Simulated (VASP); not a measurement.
**KZnF3: single point with PBE**

Crystal: KZnF3.

```
CELL_PARAMETERS angstrom
4.12753 0.00000 0.00000
0.00000 4.12753 0.00000
0.00000 0.00000 4.12753
ATOMIC_POSITIONS crystal
K 0.00000 0.00000 0.00000
Zn 0.50000 0.50000 0.50000
F 0.50000 0.50000 0.00000
F 0.00000 0.50000 0.50000
F 0.50000 0.00000 0.50000
```

```
Program             : VASP 6.6.1
Task                : single point
Functional          : PBE
Potentials or basis : VASP PAW PBE potentials, release 64 (K_sv, Zn, F)
Cutoff              : 520 eV
k mesh              : 4 × 4 × 4
Occupations         : gaussian, width 0.01 eV
Spin                : no spin polarisation
```

```json
{"Pressure": "0.2 GPa", "Band gap on the k mesh": "3.65 eV (least direct gap 5.19 eV)"}
```

Levels at points of the mesh, in eV from the valence-band top:
```
           k point  band 17  band 18  band 19  band 20  band 21  band 22  band 23  band 24  band 25  band 26
(0.00, 0.00, 0.00)    -1.71    -1.71    -1.54    -1.54    -1.54     3.65     8.92     8.92     9.26    11.17
(0.50, 0.00, 0.00)    -1.68    -1.68    -1.55    -1.47    -1.47     6.28     8.25     9.81    11.11    11.11
(0.50, 0.50, 0.00)    -1.89    -1.55    -1.55    -1.20     0.00     7.79     9.97     9.97    10.15    11.49
(0.50, 0.50, 0.50)    -1.18    -1.18    -1.18     0.00     0.00     8.50     8.50     8.50     9.77    12.10
```

Run time: 10 s on 1 thread of AMD EPYC 9R45 96-Core Processor (Zen 5) (shared host), peak memory 0.15 GiB.

A k mesh can miss the band edges. As with any semilocal functional, this PBE gap is likely too small.
